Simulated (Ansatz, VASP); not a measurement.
**One calculation of ScTeI4, two programs**

```
CELL_PARAMETERS angstrom
6.39472 0.00000 0.00000
-3.19736 5.53799 0.00000
0.00000 0.00000 6.00516
ATOMIC_POSITIONS crystal
Sc 0.00000 0.00000 0.50000
Te 0.00000 0.00000 0.00000
I 0.33333 0.66667 0.74899
I 0.33333 0.66667 0.25101
I 0.66667 0.33333 0.74899
I 0.66667 0.33333 0.25101
```

Change from the starting cell: species swapped into the TiB4Mo type (P6/mmm, No. 191).

Alike in both runs: functional PBE; k mesh 6 × 6 × 2; occupations gaussian, width 0.1 eV; no spin polarisation.

Ansatz relaxed the structure, and its values are those at the end. VASP's run is a single point on that final structure, the one shown.

|  | VASP | Ansatz |
| --- | --- | --- |
| version | VASP 6.6.1 | Ansatz 0.2.0 |
| potentials or method | VASP PAW PBE potentials, release 64 (Sc_sv, Te, I), cutoff 520 eV | scalar-relativistic, plane waves, PAW |
| valence electrons in the cell | 45 | 95 |

|  | VASP | Ansatz | Ansatz less VASP |
| --- | --- | --- | --- |
| gap on the k mesh at the Fermi level (eV) | none | none | - |
| pressure (GPa) | 0.1 | 0.1 | +0.01 |

A gap of «none» marks a metal or a gap that the smearing closes. VASP's potentials hold 45 valence electrons a cell and Ansatz's 95, so a difference there can come from the potentials and not from the codes.

The k mesh is coarse, so the values compare programs but aren't converged. Neither program's run includes spin-orbit coupling.
